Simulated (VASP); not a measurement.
# B (Im-3m) in VASP: notebook, part 2 of 2

VASP 6.6.1. Earlier steps stand in the parts before.

### 3 Relaxation of cell and atoms, revPBE

This run uses another cell than the first one, of 6.55 Å³/atom, 0.973 times its volume.

INCAR

```
PREC = Accurate ; ENCUT = 600
EDIFF = 1E-7 ; ISMEAR = -1
SIGMA = 0.1 ; LREAL = False
LASPH = True ; NELM = 80
ALGO = Normal ; ISIF = 3
LWAVE = False ; LCHARG = False
GGA = RE ; IBRION = 2
NSW = 80 ; EDIFFG = -0.01
```

KPOINTS

```
regular mesh
0
Gamma
  18 18 18
```

POSCAR

```
B
1.0
   -1.1789190289      1.1789190289      1.1789190289
    1.1789190289     -1.1789190289      1.1789190289
    1.1789190289      1.1789190289     -1.1789190289
B
1
Direct
    0.0000000000      0.0000000000      0.0000000000
```

Potentials or basis: VASP PAW PBE potentials, release 64 (B).

Started as:

```console
cat potpaw_PBE.64/B/POTCAR > POTCAR
mpirun -np 1 vasp_std > vasp.out
```

OUTCAR:

```text
PREC = Accurate
   ENCUT = 600
   EDIFF = 1E-7
   ISMEAR = -1
   LREAL = False
   LASPH = True
   NELM = 80
   ISIF = 3
   GGA = RE
   IBRION = 2
   NSW = 80
   EDIFFG = -0.01

 ion  position               nearest neighbor table
   1  0.000  0.000  0.000-

  LATTYP: Found a body centered cubic cell.
 ALAT       =     2.3578380578

  Lattice vectors:

 A1 = (  -1.1789190289,   1.1789190289,   1.1789190289)
 A2 = (   1.1789190289,  -1.1789190289,   1.1789190289)
 A3 = (   1.1789190289,   1.1789190289,  -1.1789190289)

Analysis of symmetry for initial positions (statically):
=====================================================================
 Subroutine PRICEL returns:
 Original cell was already a primitive cell.

 Routine SETGRP: Setting up the symmetry group for a
 body centered cubic supercell.

 Subroutine GETGRP returns: Found 48 space group operations
 (whereof 48 operations were pure point group operations)
 out of a pool of 48 trial point group operations.

The static configuration has the point symmetry O_h .

Analysis of symmetry for dynamics (positions and initial velocities):
=====================================================================
 Subroutine PRICEL returns:
 Original cell was already a primitive cell.

 Routine SETGRP: Setting up the symmetry group for a
 body centered cubic supercell.

 Subroutine GETGRP returns: Found 48 space group operations
 (whereof 48 operations were pure point group operations)
 out of a pool of 48 trial point group operations.

The dynamic configuration has the point symmetry O_h .

 Subroutine INISYM returns: Found 48 space group operations
 (whereof 48 operations are pure point group operations),
 and found     1 'primitive' translations

----------------------------------------------------------------------------------------

                                     Primitive cell

  volume of cell :       6.5541

  direct lattice vectors                    reciprocal lattice vectors
    -1.178919029  1.178919029  1.178919029     0.000000000  0.424117338  0.424117338
     1.178919029 -1.178919029  1.178919029     0.424117338  0.000000000  0.424117338
     1.178919029  1.178919029 -1.178919029     0.424117338  0.424117338  0.000000000

  length of vectors
     2.041947656  2.041947656  2.041947656     0.599792491  0.599792491  0.599792491

  position of ions in fractional coordinates (direct lattice)
     0.000000000  0.000000000  0.000000000

  ion indices of the primitive-cell ions
   primitive index   ion index
                 1           1

----------------------------------------------------------------------------------------

 KPOINTS: regular mesh

Automatic generation of k-mesh.
 Grid dimensions read from file:
 generate k-points for:   18   18   18

 Generating k-lattice:

  Cartesian coordinates                     Fractional coordinates (reciprocal lattice)
     0.000000000  0.023562074  0.023562074     0.055555556  0.000000000  0.000000000
     0.023562074  0.000000000  0.023562074     0.000000000  0.055555556  0.000000000
     0.023562074  0.023562074  0.000000000     0.000000000  0.000000000  0.055555556

  Length of vectors
     0.033321805  0.033321805  0.033321805

  Shift w.r.t. Gamma in fractional coordinates (k-lattice)
     0.000000000  0.000000000  0.000000000

 Subroutine IBZKPT returns following result:
 ===========================================

 Found    195 irreducible k-points:

 Following reciprocal coordinates:
            Coordinates               Weight
  0.000000  0.000000  0.000000      1.000000
  0.055556  0.000000  0.000000     12.000000
  0.111111  0.000000  0.000000     12.000000
  0.166667  0.000000  0.000000     12.000000
  0.222222  0.000000  0.000000     12.000000
  0.277778  0.000000  0.000000     12.000000
[... 16 lines left out ...]
  0.333333  0.111111 -0.000000     48.000000
  0.388889  0.111111 -0.000000     48.000000
 [... further k-points ...]
   k-points           NKPTS =    195   k-points in BZ     NKDIM =    195   number of bands    NBANDS=      5
   number of dos      NEDOS =    301   number of ions     NIONS =      1
   total plane-waves  NPLWV =   4096
   dimension x,y,z NGX =    16 NGY =   16 NGZ =   16
   dimension x,y,z NGXF=    32 NGYF=   32 NGZF=   32
   ions per type =               1
   NGX,Y,Z   is equivalent  to a cutoff of  13.03, 13.03, 13.03 a.u.
   NGXF,Y,Z  is equivalent  to a cutoff of  26.05, 26.05, 26.05 a.u.
 SYSTEM =  unknown system
   PREC   = accura    normal or accurate (medium, high low for compatibility)
   ISTART =      0    job   : 0-new  1-cont  2-samecut
   ICHARG =      2    charge: 1-file 2-atom 10-const
   ISPIN  =      1    spin polarized calculation?
   LNONCOLLINEAR =      F non collinear calculations
   LSORBIT =      F    spin-orbit coupling
   LASPH  =      T    aspherical Exc in radial PAW
   ENCUT  =  600.0 eV  44.10 Ry    6.64 a.u.   4.08  4.08  4.08*2*pi/ulx,y,z
   NELM   =     80;   NELMIN=  2; NELMDL= -5     # of ELM steps
   EDIFF  = 0.1E-06   stopping-criterion for ELM
   LREAL  =      F    real-space projection
   EDIFFG = -.1E-01   stopping-criterion for IOM
   NSW    =     80    number of steps for IOM
   IBRION =      2    ionic relax: 0-MD 1-quasi-New 2-CG
   NFREE  =      1    steps in history (QN), initial steepest desc. (CG)
   ISIF   =      3    stress and relaxation
   ISYM   =      2    0-nonsym 1-usesym 2-fastsym
   POTIM  = 0.5000    time-step for ionic-motion
   TEBEG  =    0.0;   TEEND  =   0.0 temperature during run
   PSTRESS=    0.0 pullay stress
   NELECT =       3.0000    total number of electrons
   NUPDOWN=      -1.0000    fix difference up-down
   EMIN   =  10.00;   EMAX   =-10.00  energy-range for DOS
   EFERMI =   0.00;   METHOD = LEGACY
   ISMEAR =    -1;   SIGMA  =   0.10  broadening in eV -4-tet -1-fermi 0-gaus
   EFERMI_NEDOS =   21; number of points for ismear=-14 and -15
   IALGO  =     38    algorithm
   IMIX   =      4    mixing-type and parameters
     AMIX     =   0.40;   BMIX     =  1.00
     AMIX_MAG =   1.60;   BMIX_MAG =  1.00
  volume/ion in A,a.u.               =       6.55        44.23
  Fermi-wavevector in a.u.,A,eV,Ry     =   1.261667  2.384204 21.657789  1.591803
  Thomas-Fermi vector in A             =   2.395114
   LORBIT       =      0    0 simple, 1 ext, 2 COOP (PROOUT), +10 PAW based schemes
   GGA     = RE    functional components
   LHFCALC =     F    Hartree Fock is set to
   AEXX    =    0.0000 exact exchange contribution
   IVDW    =     0    specifies the selected vdW correction
   LEPSILON=     F    determine dielectric tensor
   LRPA    =     F    only Hartree local field effects (RPA)
 conjugate gradient relaxation of ions
 non-spin polarized calculation
  energy-cutoff  :      600.00
  volume of cell :        6.55
 maximum number of plane-waves:       236
   NGX =  9   NGY =  9   NGZ =  9

--------------------------------------- Ionic step        1  -------------------------------------------

 number of electron       3.0000000 magnetization

 Free energy of the ion-electron system (eV)
  ---------------------------------------------------
  ext. energy  EPLUGINS =         0.00000000
  ---------------------------------------------------
  free energy    TOTEN  =        -4.76704545 eV

  energy without entropy =       -4.75795533  energy(sigma->0) =       -4.76250039

------------------------ aborting loop because EDIFF is reached ----------------------------------------

  FORCE on cell =-STRESS in cart. coord.  units (eV):
  Direction    XX          YY          ZZ          XY          YZ          ZX
  --------------------------------------------------------------------------------------
  -------------------------------------------------------------------------------------
  Total       -0.4039360     -0.4039360     -0.4039360     -0.0000000      0.0000000     -0.0000000
  in kB      -98.7441129    -98.7441129    -98.7441129     -0.0000000      0.0000000     -0.0000000
  external PRESSURE =     -98.7441129 kB  Pullay stress =       0.0000000 kB
[... 22 lines left out ...]
--------------------------------------- Ionic step        2  -------------------------------------------

 number of electron       3.0000000 magnetization

 E-fermi :  10.0146     XC(G=0): -12.8351

 val. band max:        9.9372747687   @ k =  -0.2778   0.5000   0.0556
 cond. band min:      10.0379933261   @ k =  -0.4444   0.5000   0.3889
 fundamental gap:      0.1007185575
 Fermi energy:        10.0146342016

 k-point     1 :       0.0000    0.0000    0.0000
  band No.  band energies     occupation
      1      -8.6209      2.00000
      2      25.6134      0.00000
      3      25.6134      0.00000
      4      25.6134      0.00000
      5      43.6018      0.00000
[... 218 lines left out ...]
--------------------------------------- Ionic step        3  -------------------------------------------

 number of electron       3.0000000 magnetization

 Free energy of the ion-electron system (eV)
  ---------------------------------------------------
  ext. energy  EPLUGINS =         0.00000000
  ---------------------------------------------------
  free energy    TOTEN  =        -4.77775867 eV

  energy without entropy =       -4.76984006  energy(sigma->0) =       -4.77379937

 E-fermi :   9.9228     XC(G=0): -12.8045

 val. band max:        9.8594418786   @ k =  -0.2778   0.5000   0.0556
 cond. band min:       9.9543117409   @ k =  -0.4444   0.5000   0.3889
 fundamental gap:      0.0948698623
 Fermi energy:         9.9227904421

 k-point     1 :       0.0000    0.0000    0.0000
  band No.  band energies     occupation
      1      -8.6232      2.00000
      2      25.4207      0.00000
      3      25.4207      0.00000
      4      25.4207      0.00000
      5      43.3718      0.00000
[... 212 lines left out ...]
  FREE ENERGIE OF THE ION-ELECTRON SYSTEM (eV)
  ---------------------------------------------------
  free  energy   TOTEN  =        -4.7777586733 eV

  energy  without entropy=       -4.7698400635  energy(sigma->0) =       -4.77379937

 reached required accuracy - stopping structural energy minimisation
```

CONTCAR:

```text
B
   1.00000000000000
    -1.1587825404973151    1.1587825404973151    1.1587825404973151
     1.1587825404973151   -1.1587825404973151    1.1587825404973151
     1.1587825404973151    1.1587825404973151   -1.1587825404973151
  B
     1
Direct
     0.0000000000000000    0.0000000000000000    0.0000000000000000

  0.00000000E+00  0.00000000E+00  0.00000000E+00
```

It took 14 s on 1 thread of Intel Xeon 8259CL, shared host; peak memory 0.11 GiB.

What came out:

* Free energy: -4.7778 eV
* Relaxed volume: 6.22 Å³/atom
* Relaxed cell: a = 2.007 Å, b = 2.007 Å, c = 2.007 Å, α = 109.47°, β = 109.47°, γ = 109.47°
* Space group after relaxing (to 0.05 Å): Im-3m (No. 229)
* Energy gained by relaxing: 10.7 meV/atom
* Ionic steps: 3
* Pressure after relaxing: 0.0 GPa

Step by step:
| step | energy change (eV) | largest force (eV/Å) | pressure (GPa) | volume (Å³) |
| --- | --- | --- | --- | --- |
| 1 | 0.0000 | 0.0000 | -9.87 | 6.55 |
| 2 | -0.0105 | 0.0000 | 1.65 | 6.18 |
| 3 | -0.0107 | 0.0000 | 0.01 | 6.22 |

Final structure:
```xyz
1
Lattice="-1.1588 1.1588 1.1588 1.1588 -1.1588 1.1588 1.1588 1.1588 -1.1588" Properties=species:S:1:pos:R:3 pbc="T T T"
B     0.0000    0.0000    0.0000
```

Levels at points of the mesh, in eV from the Fermi level:
| k point | band 1 | band 2 | band 3 | band 4 | band 5 |
| --- | --- | --- | --- | --- | --- |
| (0.00, 0.00, 0.00) | -18.55 | 15.50 | 15.50 | 15.50 | 33.45 |
| (0.50, 0.00, 0.00) | -9.05 | -4.65 | 8.69 | 12.60 | 21.95 |
| (0.50, 0.50, 0.50) | 0.44 | 0.44 | 0.44 | 10.11 | 10.11 |

Caveat: the PAW data sets were made with another functional, which shifts forces and pressure a little.
